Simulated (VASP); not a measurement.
# SiC (Cm) in VASP: a series of runs

SiC is run at these levels: PBEsol; tasks: single point.

Program: VASP 6.6.1. These are calculated values, not measurements. Logs are shortened: lines on timing, memory, paths and dates and some standing lists are left out, and cuts for length are marked.

### Step 1. The cell of the first run

It takes space group Cm (No. 8, monoclinic). Conventional cell: a = 5.336 Å, b = 3.081 Å, c = 3.081 Å, α = 90.00°, β = 125.26°, γ = 90.00°. Within 2.4 Å of Si (site symmetry m) lie 4 C at 1.79 to 1.99 Å. Within 2.4 Å of C (site symmetry m) lie 4 Si at 1.79 to 1.99 Å.

### Step 2. Single point, PBEsol (mode 4 frozen in at -0.060 Å and mode 5 at -0.060 Å (largest displacements))

Contents of INCAR:

```
SYSTEM = SiC
PREC     = Accurate       ! precision mode
ENCUT    = 520            ! plane-wave cutoff, eV
EDIFF    = 1E-6           ! SCF threshold, eV
ISMEAR   = 0              ! smearing method
SIGMA    = 0.05           ! smearing width, eV
LREAL    = .FALSE.        ! projectors in reciprocal space
LASPH    = .TRUE.         ! aspherical terms in the spheres
NELM     = 80             ! most SCF steps
ALGO     = Normal         ! electronic algorithm
ISIF     = 2              ! what is computed and relaxed
LWAVE    = .FALSE.        ! write WAVECAR
LCHARG   = .FALSE.        ! write CHGCAR
GGA      = PS             ! functional
NBANDS   = 11             ! bands
```

Contents of KPOINTS:

```
Automatic mesh
0
G
  10 10 10
  0 0 0
```

Contents of POSCAR:

```
SiC
1.0
    0.0000000000      2.1783945700      2.1783945700
    2.1783945700      0.0000000000      2.1783945700
    2.1783945700      2.1783945700      0.0000000000
Si C
1 1
Direct
    0.0000000000      0.0117792989      0.0000000000
    0.7500000000      0.7224567804      0.7500000000
```

Potentials or basis: VASP PAW PBE potentials, release 64 (Si, C).

Command:

```console
$ cat potpaw_PBE.64/Si/POTCAR potpaw_PBE.64/C/POTCAR > POTCAR
$ mpirun -np 1 vasp_std > vasp.out
```

OUTCAR:

```text
SYSTEM = SiC
   PREC = Accurate
   ENCUT = 520
   EDIFF = 1E-6
   ISMEAR = 0
   LREAL = .FALSE.
   LASPH = .TRUE.
   NELM = 80
   ISIF = 2
   GGA = PS

 ion  position               nearest neighbor table
   1  0.000  0.012  0.000-   2 1.79   2 1.89   2 1.89   2 1.99
   2  0.750  0.722  0.750-   1 1.79   1 1.89   1 1.89   1 1.99

  LATTYP: Found a face centered cubic cell.
 ALAT       =     4.3567891400

  Lattice vectors:

 A1 = (   0.0000000000,   2.1783945700,   2.1783945700)
 A2 = (   2.1783945700,   0.0000000000,   2.1783945700)
 A3 = (   2.1783945700,   2.1783945700,   0.0000000000)

Analysis of symmetry for initial positions (statically):
=====================================================================
 Subroutine PRICEL returns:
 Original cell was already a primitive cell.

 Routine SETGRP: Setting up the symmetry group for a
 face centered cubic supercell.

 Subroutine GETGRP returns: Found  2 space group operations
 (whereof  2 operations were pure point group operations)
 out of a pool of 48 trial point group operations.

The static configuration has the point symmetry C_1h.

Analysis of symmetry for dynamics (positions and initial velocities):
=====================================================================
 Subroutine PRICEL returns:
 Original cell was already a primitive cell.

 Routine SETGRP: Setting up the symmetry group for a
 face centered cubic supercell.

 Subroutine GETGRP returns: Found  2 space group operations
 (whereof  2 operations were pure point group operations)
 out of a pool of 48 trial point group operations.

The dynamic configuration has the point symmetry C_1h.

 Subroutine INISYM returns: Found  2 space group operations
 (whereof  2 operations are pure point group operations),
 and found     1 'primitive' translations

----------------------------------------------------------------------------------------

                                     Primitive cell

  volume of cell :      20.6747

  direct lattice vectors                    reciprocal lattice vectors
     0.000000000  2.178394570  2.178394570    -0.229526830  0.229526830  0.229526830
     2.178394570  0.000000000  2.178394570     0.229526830 -0.229526830  0.229526830
     2.178394570  2.178394570  0.000000000     0.229526830  0.229526830 -0.229526830

  length of vectors
     3.080715145  3.080715145  3.080715145     0.397552131  0.397552131  0.397552131

  position of ions in fractional coordinates (direct lattice)
     0.000000000  0.011779299  0.000000000
     0.750000000  0.722456780  0.750000000

  ion indices of the primitive-cell ions
   primitive index   ion index
                 1           1
                 2           2

----------------------------------------------------------------------------------------

 KPOINTS: Automatic mesh

Automatic generation of k-mesh.
 Grid dimensions read from file:
 generate k-points for:   10   10   10

 Generating k-lattice:

  Cartesian coordinates                     Fractional coordinates (reciprocal lattice)
    -0.022952683  0.022952683  0.022952683     0.100000000  0.000000000  0.000000000
     0.022952683 -0.022952683  0.022952683     0.000000000  0.100000000  0.000000000
     0.022952683  0.022952683 -0.022952683     0.000000000  0.000000000  0.100000000

  Length of vectors
     0.039755213  0.039755213  0.039755213

  Shift w.r.t. Gamma in fractional coordinates (k-lattice)
     0.000000000  0.000000000  0.000000000

 Subroutine IBZKPT returns following result:
 ===========================================

 Found    282 irreducible k-points:

 Following reciprocal coordinates:
            Coordinates               Weight
  0.000000  0.000000  0.000000      1.000000
  0.100000  0.000000  0.000000      4.000000
  0.000000  0.100000  0.000000      2.000000
  0.100000  0.100000  0.100000      2.000000
  0.200000  0.000000  0.000000      4.000000
  0.000000  0.200000  0.000000      2.000000
[... 16 lines left out ...]
  0.200000  0.100000  0.200000      2.000000
  0.200000  0.200000  0.100000      4.000000
 [... further k-points ...]
   k-points           NKPTS =    282   k-points in BZ     NKDIM =    282   number of bands    NBANDS=     11
   number of dos      NEDOS =    301   number of ions     NIONS =      2
   total plane-waves  NPLWV =  13824
   dimension x,y,z NGX =    24 NGY =   24 NGZ =   24
   dimension x,y,z NGXF=    48 NGYF=   48 NGZF=   48
   ions per type =               1   1
   NGX,Y,Z   is equivalent  to a cutoff of  12.95, 12.95, 12.95 a.u.
   NGXF,Y,Z  is equivalent  to a cutoff of  25.90, 25.90, 25.90 a.u.
 SYSTEM =  SiC
   PREC   = accura    normal or accurate (medium, high low for compatibility)
   ISTART =      0    job   : 0-new  1-cont  2-samecut
   ICHARG =      2    charge: 1-file 2-atom 10-const
   ISPIN  =      1    spin polarized calculation?
   LNONCOLLINEAR =      F non collinear calculations
   LSORBIT =      F    spin-orbit coupling
   LASPH  =      T    aspherical Exc in radial PAW
   ENCUT  =  520.0 eV  38.22 Ry    6.18 a.u.   5.73  5.73  5.73*2*pi/ulx,y,z
   NELM   =     80;   NELMIN=  2; NELMDL= -5     # of ELM steps
   EDIFF  = 0.1E-05   stopping-criterion for ELM
   LREAL  =      F    real-space projection
   EDIFFG = 0.1E-04   stopping-criterion for IOM
   NSW    =      0    number of steps for IOM
   IBRION =     -1    ionic relax: 0-MD 1-quasi-New 2-CG
   NFREE  =      0    steps in history (QN), initial steepest desc. (CG)
   ISIF   =      2    stress and relaxation
   ISYM   =      2    0-nonsym 1-usesym 2-fastsym
   POTIM  = 0.5000    time-step for ionic-motion
   TEBEG  =    0.0;   TEEND  =   0.0 temperature during run
   PSTRESS=    0.0 pullay stress
   NELECT =       8.0000    total number of electrons
   NUPDOWN=      -1.0000    fix difference up-down
   EMIN   =  10.00;   EMAX   =-10.00  energy-range for DOS
   EFERMI =   0.00;   METHOD = LEGACY
   ISMEAR =     0;   SIGMA  =   0.05  broadening in eV -4-tet -1-fermi 0-gaus
   EFERMI_NEDOS =   21; number of points for ismear=-14 and -15
   IALGO  =     38    algorithm
   IMIX   =      4    mixing-type and parameters
     AMIX     =   0.40;   BMIX     =  1.00
     AMIX_MAG =   1.60;   BMIX_MAG =  1.00
  volume/ion in A,a.u.               =      10.34        69.76
  Fermi-wavevector in a.u.,A,eV,Ry     =   1.192957  2.254363 19.363097  1.423147
  Thomas-Fermi vector in A             =   2.328983
   LORBIT       =      0    0 simple, 1 ext, 2 COOP (PROOUT), +10 PAW based schemes
   GGA     = PS    functional components
   LHFCALC =     F    Hartree Fock is set to
   AEXX    =    0.0000 exact exchange contribution
   IVDW    =     0    specifies the selected vdW correction
   LEPSILON=     F    determine dielectric tensor
   LRPA    =     F    only Hartree local field effects (RPA)
 non-spin polarized calculation
 Gauss-broadening in eV      SIGMA  =   0.05
  energy-cutoff  :      520.00
  volume of cell :       20.67
 maximum number of plane-waves:       568
   NGX = 11   NGY = 11   NGZ = 11

 number of electron       8.0000000 magnetization

 Free energy of the ion-electron system (eV)
  ---------------------------------------------------
  ext. energy  EPLUGINS =         0.00000000
  ---------------------------------------------------
  free energy    TOTEN  =       -15.77321840 eV

  energy without entropy =      -15.77321840  energy(sigma->0) =      -15.77321840

 E-fermi :   8.8453     XC(G=0): -11.5082

 val. band max:        8.5909473409   @ k =   0.0000   0.0000   0.0000
 cond. band min:       9.2562331682   @ k =   0.5000   0.0000   0.5000
 fundamental gap:      0.6652858273
 Fermi energy:         8.8453360362

 k-point     1 :       0.0000    0.0000    0.0000
  band No.  band energies     occupation
      1      -7.3750      2.00000
      2       7.4678      2.00000
      3       8.0696      2.00000
      4       8.5909      2.00000
      5      14.1926      0.00000
      6      15.1534      0.00000
      7      15.2709      0.00000
      8      15.5996      0.00000
      9      22.4920      0.00000
     10      22.4970      0.00000
     11      24.2374      0.00000

 k-point     2 :       0.1000    0.0000    0.0000
  band No.  band energies     occupation
      1      -7.1790      2.00000
      2       6.8982      2.00000
      3       7.5607      2.00000
      4       8.4006      2.00000
      5      14.4401      0.00000
      6      15.2347      0.00000
      7      15.5406      0.00000
      8      15.9918      0.00000
      9      21.5163      0.00000
     10      21.5803      0.00000
     11      24.0695      0.00000

 k-point     3 :       0.0000    0.1000    0.0000
  band No.  band energies     occupation
      1      -7.1773      2.00000
      2       6.5703      2.00000
      3       7.9199      2.00000
      4       8.4240      2.00000
      5      14.4190      0.00000
      6      15.3469      0.00000
      7      15.6025      0.00000
      8      15.8471      0.00000
      9      21.3668      0.00000
     10      21.4234      0.00000
     11      24.2818      0.00000

 k-point     4 :       0.1000    0.1000    0.1000
  band No.  band energies     occupation
      1      -7.1808      2.00000
      2       7.2272      2.00000
      3       7.6043      2.00000
      4       7.9492      2.00000
      5      14.5243      0.00000
      6      15.4030      0.00000
      7      15.4278      0.00000
      8      15.8657      0.00000
      9      21.6770      0.00000
     10      21.6846      0.00000
     11      23.8408      0.00000
[... 239 lines left out ...]
 k-point    22 :       0.1000    0.1000   -0.1000
  band No.  band energies     occupation
      1      -6.6599      2.00000
      2       5.5018      2.00000
      3       6.8146      2.00000
      4       7.9286      2.00000
      5      14.0571      0.00000
      6      15.1849      0.00000
      7      16.5673      0.00000
      8      16.9889      0.00000
      9      19.3980      0.00000
     10      22.3795      0.00000
     11      24.6294      0.00000

 k-point    23 :       0.2000    0.1000    0.2000
  band No.  band energies     occupation
      1      -6.6673      2.00000
      2       5.9880      2.00000
      3       6.9271      2.00000
      4       7.1817      2.00000
      5      14.0748      0.00000
      6      15.5464      0.00000
      7      16.3896      0.00000
      8      16.5690      0.00000
      9      19.6453      0.00000
     10      22.8528      0.00000
     11      24.5704      0.00000

 k-point    24 :       0.2000    0.2000    0.1000
  band No.  band energies     occupation
      1      -6.6656      2.00000
      2       5.8702      2.00000
      3       6.8119      2.00000
      4       7.4383      2.00000
      5      14.0720      0.00000
      6      15.4481      0.00000
      7      16.4312      0.00000
      8      16.7504      0.00000
      9      19.5365      0.00000
     10      22.7140      0.00000
     11      24.4624      0.00000

 [... further k-points ...]
[... 5 lines left out ...]
  --------------------------------------------------------------------------------------
  -------------------------------------------------------------------------------------
  Total        0.2107188      0.3966280      0.2107188     -0.7644193     -0.7644193      0.2831276
  in kB       16.3295528     30.7364915     16.3295528    -59.2383004    -59.2383002     21.9408338
  external PRESSURE =      21.1318657 kB  Pullay stress =       0.0000000 kB

 VOLUME and BASIS-vectors are now :
 -----------------------------------------------------------------------------
  energy-cutoff  :      520.00
  volume of cell :       20.67
      direct lattice vectors                 reciprocal lattice vectors
     0.000000000  2.178394570  2.178394570    -0.229526830  0.229526830  0.229526830
     2.178394570  0.000000000  2.178394570     0.229526830 -0.229526830  0.229526830
     2.178394570  2.178394570  0.000000000     0.229526830  0.229526830 -0.229526830

 POSITION                                       TOTAL-FORCE (eV/Angst)
 -----------------------------------------------------------------------------------
      0.02566      0.00000      0.02566        -1.664431      0.512101     -1.664431
      3.20759      3.26759      3.20759         1.664431     -0.512101      1.664431
 -----------------------------------------------------------------------------------
    total drift:                                0.000092     -0.000002      0.000092

  FREE ENERGIE OF THE ION-ELECTRON SYSTEM (eV)
  ---------------------------------------------------
  free  energy   TOTEN  =       -15.7732184001 eV

  energy  without entropy=      -15.7732184001  energy(sigma->0) =      -15.77321840
```

It took 17 s on 1 thread of Intel Xeon 6975P-C (Granite Rapids), shared host; peak memory 0.17 GiB.

What came out:

```yaml
Free_energy: -15.7732 eV
Pressure: 2.1 GPa
Largest_force: 2.409 eV/Å
Band_gap_on_the_k_mesh: 0.67 eV, indirect (least direct gap 4.20 eV)
```

Forces in eV/Å, atoms in the order of the input:
```
Si  -1.664  0.512 -1.664
C    1.664 -0.512  1.664
```

Stress tensor (GPa, compression positive):
```
 1.63 -5.92  2.19
-5.92  3.07 -5.92
 2.19 -5.92  1.63
```

Levels at points of the mesh, in eV from the valence-band top:
| k point | band 1 | band 2 | band 3 | band 4 | band 5 | band 6 | band 7 | band 8 | band 9 |
| --- | --- | --- | --- | --- | --- | --- | --- | --- | --- |
| (0.00, 0.00, 0.00) | -15.97 | -1.12 | -0.52 | 0.00 | 5.60 | 6.56 | 6.68 | 7.01 | 13.90 |
| (0.50, 0.00, 0.00) | -12.37 | -9.13 | -2.03 | -1.12 | 4.76 | 6.09 | 7.16 | 9.37 | 15.34 |
| (0.00, 0.50, 0.00) | -12.22 | -9.47 | -1.67 | -1.18 | 4.81 | 6.48 | 7.09 | 9.32 | 15.20 |
| (0.50, 0.50, 0.50) | -12.50 | -8.81 | -2.03 | -1.48 | 4.85 | 6.13 | 6.78 | 9.37 | 15.44 |
| (0.50, 0.50, 0.00) | -10.92 | -8.36 | -3.94 | -3.53 | 0.68 | 3.64 | 13.40 | 13.49 | 14.06 |
| (0.50, 0.00, 0.50) | -10.91 | -8.40 | -3.74 | -3.66 | 0.67 | 3.59 | 13.44 | 13.48 | 14.09 |

Caveat: the cell differs from its parent crystal (mode 4 frozen in at -0.060 Å and mode 5 at -0.060 Å (largest displacements)); the PAW data sets were made with another functional, which shifts forces and pressure a little.

(Part 1 of 2 ends here.)
